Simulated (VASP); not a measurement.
AgAuC4N4:

```
Ag C Au N
1.0
     6.01253    0.00000    0.00000
     0.00000    6.01253    0.00000
     0.00000    0.00000    6.01253
Ag C Au N
1 4 1 4
Direct
  0.50000 0.50000 0.50000
  0.18408 0.18408 0.18408
  0.18408 0.81592 0.81592
  0.81592 0.18408 0.81592
  0.81592 0.81592 0.18408
  0.00000 0.00000 0.00000
  0.29643 0.29643 0.29643
  0.29643 0.70357 0.70357
  0.70357 0.29643 0.70357
  0.70357 0.70357 0.29643
```

* Program: VASP 6.6.1
* Task: relaxation of cell and atoms
* Functional: PBE
* Potentials or basis: VASP PAW PBE potentials, release 64 (Ag, C, Au, N)
* Cutoff: 600 eV
* k mesh: 4 × 4 × 4
* Occupations: gaussian, width 0.1 eV
* Spin: no spin polarisation

At the start: pressure 6.7 GPa; volume 21.74 Å³/atom.

Q: Where does the relaxation end?

A: Over 9 steps the energy falls by 76.1 meV/atom and the volume is 24.43 Å³/atom (+12.4 %); space group P-43m (No. 215, to 0.1 Å) before and after.

Step by step:
```csv
step,energy change (eV),largest force (eV/Å),pressure (GPa),volume (Å³)
1,0.0000,1.8951,6.72,217.36
2,-0.6458,2.5963,1.62,247.30
3,-0.6878,2.0221,2.30,240.39
4,1.3702,8.0871,-9.72,265.68
5,-0.7581,0.3598,-0.29,243.86
6,-0.7595,0.1564,-0.03,243.46
7,-0.7595,0.1161,0.02,243.38
8,-0.7604,0.0470,-0.06,243.95
9,-0.7605,0.0290,-0.10,244.27
```

Final structure:
```yaml
crystal:
  lattice:
    - [6.25111, 0.00000, 0.00000]
    - [0.00000, 6.25111, 0.00000]
    - [0.00000, 0.00000, 6.25111]
  atoms:
    - { symbol: Ag, position: [0.50000, 0.50000, 0.50000] }
    - { symbol: C, position: [0.19127, 0.19127, 0.19127] }
    - { symbol: C, position: [0.19127, 0.80873, 0.80873] }
    - { symbol: C, position: [0.80873, 0.19127, 0.80873] }
    - { symbol: C, position: [0.80873, 0.80873, 0.19127] }
    - { symbol: Au, position: [0.00000, 0.00000, 0.00000] }
    - { symbol: N, position: [0.29975, 0.29975, 0.29975] }
    - { symbol: N, position: [0.29975, 0.70025, 0.70025] }
    - { symbol: N, position: [0.70025, 0.29975, 0.70025] }
    - { symbol: N, position: [0.70025, 0.70025, 0.29975] }
```
